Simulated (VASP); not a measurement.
A run of VASP 6.6.1 is set up as follows.

File INCAR:

```
SYSTEM = TiAl3
ALGO = Normal
EDIFF = 1E-6
ENCUT = 520
GGA = PS
ISIF = 2
ISMEAR = -1
LASPH = .True.
LCHARG = .False.
LREAL = .False.
LWAVE = .False.
NBANDS = 18
NELM = 80
PREC = Accurate
SIGMA = 0.05
```

The input KPOINTS:

```
k-points
0
Gamma
  10 10 10
  0 0 0
```

The input POSCAR:

```
TiAl3
1.0
   -1.8979219607      1.8979219607      4.2475359200
    1.8979219607     -1.8979219607      4.2475359200
    1.8979219607      1.8979219607     -4.2475359200
Ti Al
1 3
Direct
    0.0000000000      0.0000000000      0.0000000000
    0.2500000000      0.7500000000      0.5000000000
    0.7500000000      0.2500000000      0.5000000000
    0.5000000000      0.5000000000      0.0000000000
```

Potentials or basis: VASP PAW PBE potentials, release 64 (Ti_sv, Al).

Run with:

```sh
$ cat potpaw_PBE.64/Ti_sv/POTCAR potpaw_PBE.64/Al/POTCAR > POTCAR
$ mpirun -np 1 vasp_std > vasp.out
```

What does it give for the band gap on the k mesh?

Zero (an odd number of electrons rules out a gap without spin polarisation).

Predict the pressure.

2.1 GPa.

Caveat: the PAW data sets were made with another functional, which shifts forces and pressure a little.
